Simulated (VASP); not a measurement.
Crystal: Zn.

```
Zn
1.0
     2.56000    0.00000    0.00000
     0.00000    2.56000    0.00000
     0.00000    0.00000    2.56000
Zn
1
Direct
  0.00000 0.00000 0.00000
```

```yaml
Program: VASP 6.6.1
Task: relaxation of cell and atoms
Functional: PBE
Potentials_or_basis: VASP PAW PBE potentials, release 64 (Zn)
Cutoff: 600 eV
k_mesh: 9 × 9 × 9
Occupations: methfessel-paxton, width 0.05 eV
Spin: no spin polarisation
```

At the start: pressure 4.8 GPa; volume 16.78 Å³/atom.

How do energy, volume and symmetry change on relaxing?

Over 3 steps the energy falls by 19.2 meV/atom and the volume is 18.15 Å³/atom (+8.2 %); space group Pm-3m (No. 221, to 0.05 Å).

Step by step:
```
step  energy change (eV)  largest force (eV/Å)  pressure (GPa)  volume (Å³)
   1              0.0000                0.0000            4.83        16.78
   2             -0.0190                0.0000            0.31        18.04
   3             -0.0192                0.0000            0.04        18.15
```

Final structure:
```yaml
crystal:
  lattice:
    - [2.62777, 0.00000, 0.00000]
    - [0.00000, 2.62777, 0.00000]
    - [0.00000, 0.00000, 2.62777]
  atoms:
    - { symbol: Zn, position: [0.00000, 0.00000, 0.00000] }
```
